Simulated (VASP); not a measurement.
Set up this calculation in VASP 6.6.1, as the native input.

- Task: single point
- Functional: PBE
- Potentials or basis: VASP PAW PBE potentials, release 64 (Be, Hg, N)
- Cutoff: 520 eV
- k mesh: 8 × 8 × 8
- Occupations: gaussian, width 0.1 eV
- Spin: no spin polarisation
- Dipole correction: no
- Further INCAR settings: ALGO = Normal; EDIFF = 1e-06; NBANDS = 21

The structure of Be2HgN2 lies in POSCAR:

```
Be2HgN2
1.0
   -1.5333021391      1.5333021391      5.2957785446
    1.5333021391     -1.5333021391      5.2957785446
    1.5333021391      1.5333021391     -5.2957785446
Be Hg N
2 1 2
Direct
    0.2500000000      0.7500000000      0.5000000000
    0.7500000000      0.2500000000      0.5000000000
    0.0000000000      0.0000000000      0.0000000000
    0.6717043685      0.6717043685      0.0000000000
    0.3282956315      0.3282956315      0.0000000000
```

These files were run (other wordings do the same):

INCAR

```
PREC = Accurate
ENCUT = 520
EDIFF = 1E-6
ISMEAR = 0
SIGMA = 0.1
LREAL = False
LASPH = True
NELM = 100
ALGO = Normal
ISIF = 2
LWAVE = False
LCHARG = True
GGA = PE
LELF = True
LVHAR = True
NBANDS = 21
```

KPOINTS

```
regular mesh
0
Gamma
  8 8 8
```

Potentials or basis: VASP PAW PBE potentials, release 64 (Be, Hg, N).

Launch:

```sh
$ cat potpaw_PBE.64/Be/POTCAR potpaw_PBE.64/Hg/POTCAR potpaw_PBE.64/N/POTCAR > POTCAR
$ mpirun -np 1 vasp_std > vasp.out
```

Results of the run:

```
Pressure               : 0.5 GPa
Largest force          : 0.033 eV/Å
Band gap on the k mesh : zero (band 13 reaches 4.45 eV, above the bottom of band 14 at 4.26 eV)
```

Caveat: the k points lie up to 0.36 Å⁻¹ apart; spin-orbit coupling is left out, which moves the levels of the heavy elements.

Run time: 2.6 min on 1 thread of Intel(R) Xeon(R) Platinum 8259CL CPU @ 2.50GHz (Skylake/Cascade Lake) (shared host), peak memory 0.35 GiB.
